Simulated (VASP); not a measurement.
Crystal: Zr3CdC.

```
CELL_PARAMETERS angstrom
4.40534 0.00000 0.00000
0.00000 4.40534 0.00000
0.00000 0.00000 4.40534
ATOMIC_POSITIONS crystal
Zr 0.00000 0.50000 0.50000
Zr 0.50000 0.00000 0.50000
Zr 0.50000 0.50000 0.00000
Cd 0.00000 0.00000 0.00000
C 0.50000 0.50000 0.50000
```

* Program: VASP 6.6.1
* Task: relaxation of cell and atoms
* Functional: PBE
* Potentials or basis: VASP PAW PBE potentials, release 64 (Zr_sv, Cd, C)
* Cutoff: 600 eV
* k mesh: 4 × 4 × 4
* Occupations: gaussian, width 0.1 eV
* Spin: no spin polarisation

At the start: pressure 18.2 GPa; volume 17.10 Å³/atom.

Problem. How do energy, volume and symmetry change on relaxing?

Solution. Over 4 steps the energy falls by 104.9 meV/atom and the volume is 19.14 Å³/atom (+11.9 %); space group Pm-3m (No. 221, to 0.05 Å).

The path:
| step | energy change (eV) | largest force (eV/Å) | pressure (GPa) | volume (Å³) |
| --- | --- | --- | --- | --- |
| 1 | 0.0000 | 0.0000 | 18.20 | 85.49 |
| 2 | 0.3267 | 0.0000 | -14.70 | 111.85 |
| 3 | -0.5238 | 0.0000 | -0.52 | 96.03 |
| 4 | -0.5244 | 0.0000 | -0.06 | 95.69 |

Final structure:
```xyz
5
Lattice="4.5739 0.0000 0.0000 0.0000 4.5739 0.0000 0.0000 0.0000 4.5739" Properties=species:S:1:pos:R:3 pbc="T T T"
Zr    0.0000    2.2869    2.2869
Zr    2.2869    0.0000    2.2869
Zr    2.2869    2.2869    0.0000
Cd    0.0000    0.0000    0.0000
C     2.2869    2.2869    2.2869
```
